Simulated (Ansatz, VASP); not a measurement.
## One calculation of TaN, two programs

Contents of INCAR:

```
SYSTEM = TaN
ALGO = Normal
EDIFF = 1E-6
ENCUT = 600
GGA = CA
GGA_COMPAT = .FALSE.
ISIF = 2
ISMEAR = 0
LASPH = .TRUE.
LCHARG = .FALSE.
LREAL = .FALSE.
LWAVE = .FALSE.
NBANDS = 36
NELM = 120
PREC = Accurate
SIGMA = 0.1
```

File KPOINTS:

```
k-points
0
G
  5 5 8
  0 0 0
```

The input POSCAR:

```
TaN
1.0
    5.1960000000      0.0000000000      0.0000000000
   -2.5980000000      4.4998679981      0.0000000000
    0.0000000000      0.0000000000      2.9110000000
Ta N
3 3
Direct
    0.3333333333      0.6666666667      0.5000000000
    0.6666666667      0.3333333333      0.5000000000
    0.0000000000      0.0000000000      0.0000000000
    0.3928500000      0.0000000000      0.0000000000
    0.6071500000      0.6071500000      0.0000000000
    0.0000000000      0.3928500000      0.0000000000
```

Input for Ansatz:

```yaml
crystal:
  lattice:
    a: 5.196
    b: 5.196
    c: 2.911
    alpha: 90.0
    beta: 90.0
    gamma: 120.0
  atoms:
    - { symbol: Ta, position: [0.3333333333333333, 0.6666666666666666, 0.5] }
    - { symbol: Ta, position: [0.6666666666666666, 0.3333333333333333, 0.5] }
    - { symbol: Ta, position: [0.0, 0.0, 0.0] }
    - { symbol: "N", position: [0.39285, 0.0, 0.0] }
    - { symbol: "N", position: [0.60715, 0.60715, 0.0] }
    - { symbol: "N", position: [0.0, 0.39285, 0.0] }
basis:
  ecutwfc: 550.0
kpoints:
  mp_grid:
    grid: [5, 5, 8]
hamiltonian:
  xc: lda
scf:
  occupations:
    method: gaussian
    width: 0.1
output:
  forces: true
  stress: true
```

Alike in both runs: task single point; functional LDA; k mesh 5 × 5 × 8; occupations gaussian, width 0.1 eV; no spin polarisation.

|  | VASP | Ansatz |
| --- | --- | --- |
| version | VASP 6.6.1 | Ansatz 0.2.0 |
| potentials or method | VASP PAW LDA potentials, release 64 (Ta_sv_GW, N), cutoff 600 eV | plane waves, PAW |
| valence electrons in the cell | 54 | 54 |

```tsv
	VASP	Ansatz	Ansatz less VASP
pressure (GPa)	-9.0	-10.0	-1.00
traceless stress, the component that is largest in VASP (GPa)	-1.82	-1.83	-0.010
rms of the force components (eV/Å)	0.028	0.034	+0.0060
```

LDA's correlation is that of Perdew and Zunger in VASP and of Perdew and Wang (1992) in Ansatz. Atom by atom the forces differ by 0.006 eV/Å (rms over components).

Spin-orbit coupling is off throughout.
